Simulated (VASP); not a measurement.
The system is ZrC (rocksalt type).

```xyz
2
Lattice="0.0000 2.2323 2.2323 2.2323 0.0000 2.2323 2.2323 2.2323 0.0000" Properties=species:S:1:pos:R:3 pbc="T T T"
Zr    0.0000    0.0000    0.0000
C     2.2323    2.2323    2.2323
```

| Property | Result |
| --- | --- |
| Program | VASP 6.6.1 |
| Task | relaxation of cell and atoms |
| Functional | PBE |
| Potentials or basis | VASP PAW PBE potentials, release 64 (Zr_sv, C) |
| Cutoff | 600 eV |
| k mesh | 14 × 14 × 14 |
| Occupations | fermi-dirac, width 0.05 eV |
| Spin | no spin polarisation |

At the start: pressure 49.2 GPa; volume 11.12 Å³/atom.

How do energy, volume and symmetry change on relaxing?

Over 21 steps the energy falls by 260.2 meV/atom and the volume is 13.06 Å³/atom (+17.4 %); space group Fm-3m (No. 225, to 0.05 Å).

Step by step:
```csv
step,energy change (eV),largest force (eV/Å),pressure (GPa),volume (Å³)
1,0.0000,0.0000,49.18,22.25
2,0.7769,0.0000,-35.77,35.15
3,-0.5167,0.0000,-3.07,26.50
4,-0.5203,0.0000,-0.54,26.19
5,-0.5204,0.0000,0.13,26.11
6,-0.5204,0.0000,0.15,26.11
7,-0.5204,0.0000,0.16,26.11
8,-0.5204,0.0000,0.15,26.11
9,-0.5204,0.0000,0.15,26.11
10,-0.5204,0.0000,0.15,26.11
11,-0.5204,0.0000,0.15,26.11
12,-0.5204,0.0000,0.15,26.11
13,-0.5204,0.0000,0.15,26.11
14,-0.5204,0.0000,0.15,26.11
15,-0.5204,0.0000,0.15,26.11
16,-0.5204,0.0000,0.15,26.11
17,-0.5204,0.0000,0.15,26.11
18,-0.5204,0.0000,0.16,26.11
19,-0.5204,0.0000,0.16,26.11
20,-0.5204,0.0000,0.11,26.11
21,-0.5204,0.0000,0.05,26.12
```

Final structure:
```
Zr C
1.0
     0.00000    2.35501    2.35501
     2.35501    0.00000    2.35501
     2.35501    2.35501    0.00000
Zr C
1 1
Direct
  0.00000 0.00000 0.00000
  0.50000 0.50000 0.50000
```

Caveat: the volume moved by over 15 % at a fixed basis, so the end points are rough.
